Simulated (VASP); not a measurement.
Set up this calculation in VASP 6.6.1, as the native input.

```
Task                   : single point
Functional             : PBE
Potentials or basis    : VASP PAW PBE potentials, release 64 (Ga_d, Ge_d)
Cutoff                 : 500 eV
k mesh                 : 4 × 4 × 4
Occupations            : gaussian, width 0.1 eV
Spin                   : no spin polarisation
Dipole correction      : no
Further INCAR settings : ALGO = Normal; EDIFF = 1e-06; NBANDS = 20
```

The structure of GaGe lies in POSCAR:

```
GaGe
1.0
    0.0000000000      2.8978440000      2.8978440000
    2.8978440000      0.0000000000      2.8978440000
    2.8978440000      2.8978440000      0.0000000000
Ga Ge
1 1
Direct
    0.7500000000      0.7500000000      0.7500000000
    0.0000000000      0.0000000000      0.0000000000
```

The input as run:

INCAR

```
ALGO = Normal ; EDIFF = 1E-6
ENCUT = 500 ; GGA = PE
GGA_COMPAT = False ; ISIF = 2
ISMEAR = 0 ; LASPH = True
LCHARG = True ; LELF = True
LREAL = False ; LVHAR = True
LWAVE = False ; NBANDS = 20
NELM = 120 ; PREC = Accurate
SIGMA = 0.1
```

KPOINTS

```
k-points
0
Gamma
  4 4 4
```

Potentials or basis: VASP PAW PBE potentials, release 64 (Ga_d, Ge_d).

Command:

```bash
$ cat potpaw_PBE.64/Ga_d/POTCAR potpaw_PBE.64/Ge_d/POTCAR > POTCAR
$ mpirun -np 1 vasp_std > vasp.out
```

Results of the run:

| Quantity | Value |
| --- | --- |
| Pressure | -0.4 GPa |

Caveat: the k points lie up to 0.47 Å⁻¹ apart.

Run time: 12 s on 1 thread of Intel Xeon 6975P-C (shared host), peak memory 0.16 GiB.
